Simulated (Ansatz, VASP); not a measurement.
One calculation of WC, two programs

```xyz
2
Lattice="2.9119 0.0000 0.0000 -1.4559 2.5218 0.0000 0.0000 0.0000 2.8369" Properties=species:S:1:pos:R:3 pbc="T T T"
W     0.0000    0.0000    0.0000
C     1.4559    0.8406    1.4185
```

Alike in both runs: task single point; functional r2SCAN; k mesh 14 × 14 × 12; occupations gaussian, width 0.025 eV; no spin polarisation.

|  | VASP | Ansatz |
| --- | --- | --- |
| version | VASP 6.6.1 | Ansatz 0.2.0 |
| potentials or method | VASP PAW PBE potentials, release 64 (W_sv, C), cutoff 520 eV | scalar-relativistic, plane waves, PAW |
| valence electrons in the cell | 18 | 18 |

```csv
,VASP,Ansatz,Ansatz less VASP
pressure (GPa),1.9,0.0,-1.88
"traceless stress, the component that is largest in VASP (GPa)",0.23,0.03,-0.197
```

VASP's potentials were made for PBE, not for r2SCAN. With one functional, cell and mesh, what is left measures potentials, basis and numerics.

Neither program's run includes spin-orbit coupling.
